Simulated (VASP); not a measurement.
# ZnS (P1) in VASP: further runs

Runs on ZnS. Level: r2SCAN. Tasks: single point.

All numbers are computed with VASP 6.6.1; they aren't measurements. Logs are shortened: lines on timing, memory, paths and dates and some standing lists are left out, and cuts for length are marked.

### 1 The cell of the first run

The typed cell holds 8 atoms: a = 3.911 Å, b = 3.800 Å, c = 12.691 Å, α = 88.94°, β = 86.56°, γ = 119.63°.

### 2 Single point, r2SCAN (atoms moved at random and the cell strained at random)

POSCAR reads:

```
ZnS
1.0
    3.9090570851      0.0432949394      0.1162164708
   -1.9170340252      3.2809719850      0.0357660930
    0.3806287288      0.3550177708     12.6804354885
Zn S
4 4
Direct
   -0.0379476456     -0.0105476078     -0.0033471404
   -0.0314654207      0.0241791239      0.4990745401
    0.3464043552      0.6599689940      0.2490961904
    0.6171302686      0.3023353928      0.7495038003
    0.0297471705      0.0305113113      0.1995465909
    0.0204211713     -0.0250171762      0.6748898597
    0.3632229963      0.6635466294      0.4406630298
    0.6924871044      0.3550233326      0.9405731292
```

INCAR.step1 reads:

```
SYSTEM = ZnS
PREC = Accurate
ENCUT = 520
ISMEAR = 0
SIGMA = 0.05
LREAL = .FALSE.
LASPH = .TRUE.
NELM = 80
NBANDS = 46
GGA = PE
ALGO = Normal
EDIFF = 1E-4
LWAVE = .TRUE.
LCHARG = .FALSE.
```

INCAR.step2 reads:

```
SYSTEM = ZnS
PREC = Accurate
ENCUT = 520
EDIFF = 1E-6
ISMEAR = 0
SIGMA = 0.05
LREAL = .FALSE.
LASPH = .TRUE.
NELM = 80
ALGO = Normal
ISIF = 2
LWAVE = .FALSE.
LCHARG = .TRUE.
METAGGA = R2SCAN
LMIXTAU = .TRUE.
LELF = .TRUE.
LVHAR = .TRUE.
NBANDS = 46
ISTART = 1
```

KPOINTS reads:

```
regular mesh
0
G
  6 6 2
  0 0 0
```

Potentials or basis: VASP PAW PBE potentials, release 64 (Zn, S).

Started as:

```sh
cat potpaw_PBE.64/Zn/POTCAR potpaw_PBE.64/S/POTCAR > POTCAR
cp INCAR.step1 INCAR
mpirun -np 1 vasp_std > vasp.out
cp INCAR.step2 INCAR
mpirun -np 1 vasp_std > vasp.out
```

OUTCAR:

```text
SYSTEM = ZnS
   PREC = Accurate
   ENCUT = 520
   EDIFF = 1E-6
   ISMEAR = 0
   LREAL = .FALSE.
   LASPH = .TRUE.
   NELM = 80
   ISIF = 2
   METAGGA = R2SCAN
   ISTART = 1

 ion  position               nearest neighbor table
   1  0.962  0.989  0.997-   8 2.25   8 2.25   8 2.53   5 2.60
   2  0.969  0.024  0.499-   7 2.22   7 2.25   6 2.27   7 2.61
   3  0.346  0.660  0.249-   5 2.21   5 2.36   5 2.39   7 2.44
   4  0.617  0.302  0.750-   6 2.31   6 2.38   8 2.46   6 2.60
   5  0.030  0.031  0.200-   3 2.21   3 2.36   3 2.39   1 2.60
   6  0.020  0.975  0.675-   2 2.27   4 2.31   4 2.38   4 2.60
   7  0.363  0.664  0.441-   2 2.22   2 2.25   3 2.44   2 2.61
   8  0.692  0.355  0.941-   1 2.25   1 2.25   4 2.46   1 2.53

  LATTYP: Found a triclinic cell.
 ALAT       =     3.8784023973
 B/A-ratio  =     0.9798213710
 C/A-ratio  =     3.2722528833
 COS(alpha) =     0.0184261065
 COS(beta)  =     0.0785351966
 COS(gamma) =     0.4812902955

  Lattice vectors:

 A1 = (   1.9920230599,   3.3242669244,   0.1519825638)
 A2 = (  -1.9170340252,   3.2809719850,   0.0357660930)
 A3 = (   0.3806287288,   0.3550177708,  12.6804354885)

Analysis of symmetry for initial positions (statically):
=====================================================================
 Subroutine PRICEL returns:
 Original cell was already a primitive cell.

 Routine SETGRP: Setting up the symmetry group for a
 triclinic supercell.

 Subroutine GETGRP returns: Found  1 space group operations
 (whereof  1 operations were pure point group operations)
 out of a pool of  2 trial point group operations.

The static configuration has the point symmetry C_1 .

Analysis of symmetry for dynamics (positions and initial velocities):
=====================================================================
 Subroutine PRICEL returns:
 Original cell was already a primitive cell.

 Routine SETGRP: Setting up the symmetry group for a
 triclinic supercell.

 Subroutine GETGRP returns: Found  1 space group operations
 (whereof  1 operations were pure point group operations)
 out of a pool of  2 trial point group operations.

The dynamic configuration has the point symmetry C_1 .

 Subroutine INISYM returns: Found  1 space group operations
 (whereof  1 operations are pure point group operations),
 and found     1 'primitive' translations

----------------------------------------------------------------------------------------

                                     Primitive cell

  volume of cell :     163.4122

  direct lattice vectors                    reciprocal lattice vectors
     3.909057085  0.043294939  0.116216471     0.254518695  0.148841042 -0.011807035
    -1.917034025  3.280971985  0.035766093    -0.003107111  0.303063758 -0.008391696
     0.380628729  0.355017771 12.680435489    -0.002323906 -0.002218945  0.078993526

  length of vectors
     3.911023909  3.800141554 12.691113427     0.295081053  0.303195838  0.079058848

  position of ions in fractional coordinates (direct lattice)
     0.962052354  0.989452392  0.996652860
     0.968534579  0.024179124  0.499074540
     0.346404355  0.659968994  0.249096190
     0.617130269  0.302335393  0.749503800
     0.029747171  0.030511311  0.199546591
     0.020421171  0.974982824  0.674889860
     0.363222996  0.663546629  0.440663030
     0.692487104  0.355023333  0.940573129

  ion indices of the primitive-cell ions
   primitive index   ion index
                 1           1
                 2           2
                 3           3
                 4           4
                 5           5
                 6           6
                 7           7
                 8           8

----------------------------------------------------------------------------------------

 KPOINTS: regular mesh

Automatic generation of k-mesh.
 Grid dimensions read from file:
 generate k-points for:    6    6    2

 Generating k-lattice:

  Cartesian coordinates                     Fractional coordinates (reciprocal lattice)
     0.042419783  0.024806840 -0.001967839     0.166666667  0.000000000  0.000000000
    -0.000517852  0.050510626 -0.001398616    -0.000000000  0.166666667  0.000000000
    -0.001161953 -0.001109472  0.039496763     0.000000000  0.000000000  0.500000000

  Length of vectors
     0.049180176  0.050532640  0.039529424

  Shift w.r.t. Gamma in fractional coordinates (k-lattice)
     0.000000000  0.000000000  0.000000000

 Subroutine IBZKPT returns following result:
 ===========================================

 Found     40 irreducible k-points:

 Following reciprocal coordinates:
            Coordinates               Weight
  0.000000  0.000000  0.000000      1.000000
  0.166667 -0.000000  0.000000      2.000000
  0.333333 -0.000000  0.000000      2.000000
  0.500000  0.000000  0.000000      1.000000
 -0.000000  0.166667 -0.000000      2.000000
  0.166667  0.166667  0.000000      2.000000
[... 16 lines left out ...]
  0.333333 -0.000000  0.500000      2.000000
  0.500000  0.000000  0.500000      1.000000
 [... further k-points ...]
   k-points           NKPTS =     40   k-points in BZ     NKDIM =     40   number of bands    NBANDS=     46
   number of dos      NEDOS =    301   number of ions     NIONS =      8
   total plane-waves  NPLWV =  80640
   dimension x,y,z NGX =    30 NGY =   28 NGZ =   96
   dimension x,y,z NGXF=    60 NGYF=   56 NGZF=  192
   ions per type =               4   4
   NGX,Y,Z   is equivalent  to a cutoff of  12.75, 12.25, 12.58 a.u.
   NGXF,Y,Z  is equivalent  to a cutoff of  25.50, 24.50, 25.15 a.u.
 SYSTEM =  ZnS
   PREC   = accura    normal or accurate (medium, high low for compatibility)
   ISTART =      1    job   : 0-new  1-cont  2-samecut
   ICHARG =      0    charge: 1-file 2-atom 10-const
   ISPIN  =      1    spin polarized calculation?
   LNONCOLLINEAR =      F non collinear calculations
   LSORBIT =      F    spin-orbit coupling
   LASPH  =      T    aspherical Exc in radial PAW
   ENCUT  =  520.0 eV  38.22 Ry    6.18 a.u.   7.27  7.07 23.60*2*pi/ulx,y,z
   NELM   =     80;   NELMIN=  2; NELMDL=  0     # of ELM steps
   EDIFF  = 0.1E-05   stopping-criterion for ELM
   LREAL  =      F    real-space projection
   EDIFFG = 0.1E-04   stopping-criterion for IOM
   NSW    =      0    number of steps for IOM
   IBRION =     -1    ionic relax: 0-MD 1-quasi-New 2-CG
   NFREE  =      0    steps in history (QN), initial steepest desc. (CG)
   ISIF   =      2    stress and relaxation
   ISYM   =      2    0-nonsym 1-usesym 2-fastsym
   POTIM  = 0.5000    time-step for ionic-motion
   TEBEG  =    0.0;   TEEND  =   0.0 temperature during run
   PSTRESS=    0.0 pullay stress
   NELECT =      72.0000    total number of electrons
   NUPDOWN=      -1.0000    fix difference up-down
   EMIN   =  10.00;   EMAX   =-10.00  energy-range for DOS
   EFERMI =   0.00;   METHOD = LEGACY
   ISMEAR =     0;   SIGMA  =   0.05  broadening in eV -4-tet -1-fermi 0-gaus
   EFERMI_NEDOS =   21; number of points for ismear=-14 and -15
   IALGO  =     38    algorithm
   IMIX   =      4    mixing-type and parameters
     AMIX     =   0.40;   BMIX     =  1.00
     AMIX_MAG =   1.60;   BMIX_MAG =  1.00
  volume/ion in A,a.u.               =      20.43       137.84
  Fermi-wavevector in a.u.,A,eV,Ry     =   1.245731  2.354090 21.114134  1.551845
  Thomas-Fermi vector in A             =   2.379940
   LORBIT       =      0    0 simple, 1 ext, 2 COOP (PROOUT), +10 PAW based schemes
   METAGGA = R2SCAN    functional components
   LHFCALC =     F    Hartree Fock is set to
   AEXX    =    0.0000 exact exchange contribution
   IVDW    =     0    specifies the selected vdW correction
   LEPSILON=     F    determine dielectric tensor
   LRPA    =     F    only Hartree local field effects (RPA)
 non-spin polarized calculation
 Gauss-broadening in eV      SIGMA  =   0.05
  energy-cutoff  :      520.00
  volume of cell :      163.41
 maximum number of plane-waves:      4428
 NGX is ok and might be reduce to    30
   NGX = 15   NGY = 15   NGZ = 47

 number of electron      72.0000006 magnetization

 Free energy of the ion-electron system (eV)
  ---------------------------------------------------
  ext. energy  EPLUGINS =         0.00000000
  ---------------------------------------------------
  free energy    TOTEN  =       -74.56545897 eV

  energy without entropy =      -74.56545897  energy(sigma->0) =      -74.56545897

 E-fermi :   2.1978     XC(G=0): -10.1071

 val. band max:        1.9213296560   @ k =   0.0000   0.0000   0.0000
 cond. band min:       3.8720376977   @ k =   0.0000   0.0000   0.0000
 fundamental gap:      1.9507080418
 Fermi energy:         2.1978171526

 k-point     1 :       0.0000    0.0000    0.0000
  band No.  band energies     occupation
      1     -12.1052      2.00000
      2     -11.6268      2.00000
      3     -11.4679      2.00000
      4     -10.8789      2.00000
      5      -5.3732      2.00000
      6      -5.2837      2.00000
[... 38 lines left out ...]
     45       8.5452      0.00000
     46       8.9697      0.00000

 k-point     2 :       0.1667   -0.0000    0.0000
  band No.  band energies     occupation
      1     -11.9575      2.00000
      2     -11.4790      2.00000
      3     -11.3264      2.00000
      4     -10.7786      2.00000
      5      -5.3406      2.00000
      6      -5.2857      2.00000
[... 38 lines left out ...]
     45       8.7326      0.00000
     46       9.0226      0.00000

 k-point     3 :       0.3333   -0.0000    0.0000
  band No.  band energies     occupation
      1     -11.6331      2.00000
      2     -11.1364      2.00000
      3     -11.0166      2.00000
      4     -10.5834      2.00000
      5      -5.2798      2.00000
      6      -5.2672      2.00000
[... 1018 lines left out ...]
     45       9.4686      0.00000
     46       9.6767      0.00000

 k-point    24 :       0.5000    0.0000    0.5000
  band No.  band energies     occupation
      1     -11.4532      2.00000
      2     -10.9306      2.00000
      3     -10.8374      2.00000
      4     -10.5030      2.00000
      5      -5.2560      2.00000
      6      -5.2417      2.00000
[... 38 lines left out ...]
     45       9.5865      0.00000
     46      10.1350      0.00000

 [... further k-points ...]
[... 5 lines left out ...]
  --------------------------------------------------------------------------------------
  -------------------------------------------------------------------------------------
  Total       -3.7120192      1.6085951     -3.0098332     -0.4847023     -1.4315253     -0.6739206
  in kB      -36.3945503     15.7714958    -29.5099567     -4.7522718    -14.0354126     -6.6074655
  external PRESSURE =     -16.7110037 kB  Pullay stress =       0.0000000 kB

 VOLUME and BASIS-vectors are now :
 -----------------------------------------------------------------------------
  energy-cutoff  :      520.00
  volume of cell :      163.41
      direct lattice vectors                 reciprocal lattice vectors
     3.909057085  0.043294939  0.116216471     0.254518695  0.148841042 -0.011807035
    -1.917034025  3.280971985  0.035766093    -0.003107111  0.303063758 -0.008391696
     0.380628729  0.355017771 12.680435489    -0.002323906 -0.002218945  0.078993526

 POSITION                                       TOTAL-FORCE (eV/Angst)
 -----------------------------------------------------------------------------------
      2.24326      3.64185     12.78519         0.819891      0.500242      0.957456
      3.92967      0.29844      6.44191         0.727967     -0.569567     -0.323835
      0.18374      2.26877      3.22251        -0.019207      0.892895      0.727650
      2.11809      1.28476      9.58657         0.740399      0.227577     -0.322291
      0.13375      0.17224      2.53489        -0.015335     -1.012217     -1.343502
     -1.53237      3.43937      8.59514        -0.702269     -0.100685      1.576358
      0.31555      2.34925      5.65374        -0.754212      0.605368     -0.639624
      2.38439      1.52872     12.02005        -0.797234     -0.543613     -0.632213
 -----------------------------------------------------------------------------------
    total drift:                               -0.005313      0.019376     -0.020588

  FREE ENERGIE OF THE ION-ELECTRON SYSTEM (eV)
  ---------------------------------------------------
  free  energy   TOTEN  =       -74.5654589695 eV

  energy  without entropy=      -74.5654589695  energy(sigma->0) =      -74.56545897
```

Run time: 13 min. Hardware: 1 thread of Intel Xeon 6975P-C (Granite Rapids), shared host; peak memory 0.43 GiB.

What came out:

- Free energy: -74.5655 eV
- Pressure: -1.7 GPa
- Largest force: 1.729 eV/Å
- Band gap on the k mesh: 1.95 eV, direct

Forces in eV/Å, atoms in the order of the input:
```
Zn   0.820  0.500  0.957
Zn   0.728 -0.570 -0.324
Zn  -0.019  0.893  0.728
Zn   0.740  0.228 -0.322
S   -0.015 -1.012 -1.344
S   -0.702 -0.101  1.576
S   -0.754  0.605 -0.640
S   -0.797 -0.544 -0.632
```

Levels at points of the mesh, in eV from the valence-band top:
| k point | band 34 | band 35 | band 36 | band 37 | band 38 | band 39 |
| --- | --- | --- | --- | --- | --- | --- |
| (0.00, 0.00, 0.00) | -0.56 | -0.20 | 0.00 | 1.95 | 3.02 | 3.44 |
| (0.50, 0.00, 0.00) | -1.67 | -1.30 | -0.82 | 2.60 | 3.52 | 4.18 |
| (0.00, 0.50, 0.00) | -1.88 | -1.41 | -0.90 | 2.93 | 3.19 | 3.72 |
| (0.50, 0.50, 0.00) | -1.67 | -1.39 | -0.87 | 3.01 | 3.16 | 3.55 |
| (0.00, 0.00, 0.50) | -0.60 | -0.45 | -0.01 | 2.53 | 2.99 | 3.22 |
| (0.50, 0.00, 0.50) | -1.58 | -1.51 | -0.86 | 3.03 | 3.70 | 3.98 |
| (0.00, 0.50, 0.50) | -1.84 | -1.49 | -1.00 | 3.19 | 3.48 | 3.82 |
| (0.50, 0.50, 0.50) | -1.67 | -1.34 | -1.10 | 3.34 | 3.46 | 3.59 |

Caveat: the cell differs from its parent crystal (atoms moved at random and the cell strained at random); the PAW data sets were made with another functional, which shifts forces and pressure a little.

### 3 Single point, r2SCAN (atoms moved at random and the cell strained at random)

POSCAR reads:

```
ZnS
1.0
    4.0920606713     -0.0534685835     -0.0424234593
   -2.0923354872      3.3394681514      0.0217762638
   -0.1389440520      0.0021349782     12.6875982788
Zn S
4 4
Direct
    0.0313384834     -0.0170733193      0.0204055683
   -0.0117556570     -0.0588516940      0.4803484253
    0.2074429199      0.5297772344      0.2275969809
    0.6362652156      0.3812237942      0.7699798704
    0.0863399362      0.0346195581      0.1896505564
   -0.0270281025      0.0071156403      0.6925758719
    0.3479853349      0.6398547772      0.4089278776
    0.7294118694      0.4833340091      0.9605148491
```

INCAR.step1 reads:

```
SYSTEM = ZnS
PREC     = Accurate       ! precision mode
ENCUT    = 520            ! plane-wave cutoff, eV
ISMEAR   = 0              ! smearing method
SIGMA    = 0.05           ! smearing width, eV
LREAL    = .False.        ! projectors in reciprocal space
LASPH    = .True.         ! aspherical terms in the spheres
NELM     = 60             ! most SCF steps
NBANDS   = 46             ! bands
GGA      = PE             ! functional
ALGO     = Normal         ! electronic algorithm
EDIFF    = 1E-4           ! SCF threshold, eV
LWAVE    = .True.         ! write WAVECAR
LCHARG   = .False.        ! write CHGCAR
```

INCAR.step2 reads:

```
SYSTEM = ZnS
PREC     = Accurate       ! precision mode
ENCUT    = 520            ! plane-wave cutoff, eV
EDIFF    = 1E-6           ! SCF threshold, eV
ISMEAR   = 0              ! smearing method
SIGMA    = 0.05           ! smearing width, eV
LREAL    = .False.        ! projectors in reciprocal space
LASPH    = .True.         ! aspherical terms in the spheres
NELM     = 60             ! most SCF steps
ALGO     = Normal         ! electronic algorithm
ISIF     = 2              ! what is computed and relaxed
LWAVE    = .False.        ! write WAVECAR
LCHARG   = .False.        ! write CHGCAR
METAGGA  = R2SCAN         ! meta-GGA
LMIXTAU  = .True.       
NBANDS   = 46             ! bands
ISTART   = 1
```

KPOINTS reads:

```
regular mesh
0
Gamma
  6 6 2
  0 0 0
```

Potentials or basis: VASP PAW PBE potentials, release 64 (Zn, S).

Started as:

```sh
cat potpaw_PBE.64/Zn/POTCAR potpaw_PBE.64/S/POTCAR > POTCAR
cp INCAR.step1 INCAR
mpirun -np 1 vasp_std > vasp.out
cp INCAR.step2 INCAR
mpirun -np 1 vasp_std > vasp.out
```

It took 17 min on 1 thread of Intel Xeon Platinum 8488C (Sapphire Rapids), shared host; peak memory 0.45 GiB.

The run converged. Its results:

```
Free energy            : -70.1131 eV
Pressure               : 7.0 GPa
Largest force          : 10.706 eV/Å
Band gap on the k mesh : 1.81 eV, indirect (the least direct gap lies 3.9 meV higher)
```

Forces in eV/Å, atoms in the order of the input:
```
Zn   0.962  8.563  2.021
Zn   0.176  0.379  0.362
Zn  -2.687  9.721  3.591
Zn   0.059 -0.274 -0.439
S    2.778 -9.445 -2.030
S    0.176  0.503 -0.283
S   -0.438 -0.069  1.402
S   -1.028 -9.378 -4.625
```

Stress tensor (GPa, compression positive):
```
-5.62 -2.42 -0.36
-2.42 23.68 10.46
-0.36 10.46  2.81
```

Levels at points of the mesh, in eV from the valence-band top:
```csv
k point,band 32,band 33,band 34,band 35,band 36,band 37,band 38,band 39,band 40,band 41
"(0.00, 0.00, 0.00)",-0.65,-0.43,-0.23,-0.06,0.00,1.81,2.62,3.46,3.57,5.53
"(0.50, 0.00, 0.00)",-1.65,-1.49,-1.32,-0.89,-0.65,2.12,3.18,3.73,4.14,4.51
"(0.00, 0.50, 0.00)",-2.06,-1.60,-1.56,-1.30,-0.97,2.42,3.38,3.81,4.12,5.12
"(0.50, 0.50, 0.00)",-1.82,-1.42,-1.18,-0.80,-0.51,2.72,3.57,3.65,4.36,4.64
"(0.00, 0.00, 0.50)",-0.76,-0.63,-0.41,-0.09,0.00,2.30,2.65,3.10,3.60,5.53
"(0.50, 0.00, 0.50)",-1.68,-1.48,-1.41,-1.01,-0.68,2.16,3.46,3.71,4.25,4.57
"(0.00, 0.50, 0.50)",-2.13,-1.78,-1.50,-1.47,-1.00,2.61,3.35,3.98,4.33,4.69
"(0.50, 0.50, 0.50)",-1.70,-1.66,-1.19,-0.87,-0.55,2.93,3.52,4.06,4.23,4.51
```

Caveat: the cell differs from its parent crystal (atoms moved at random and the cell strained at random); the PAW data sets were made with another functional, which shifts forces and pressure a little. A k mesh can miss the band edges.
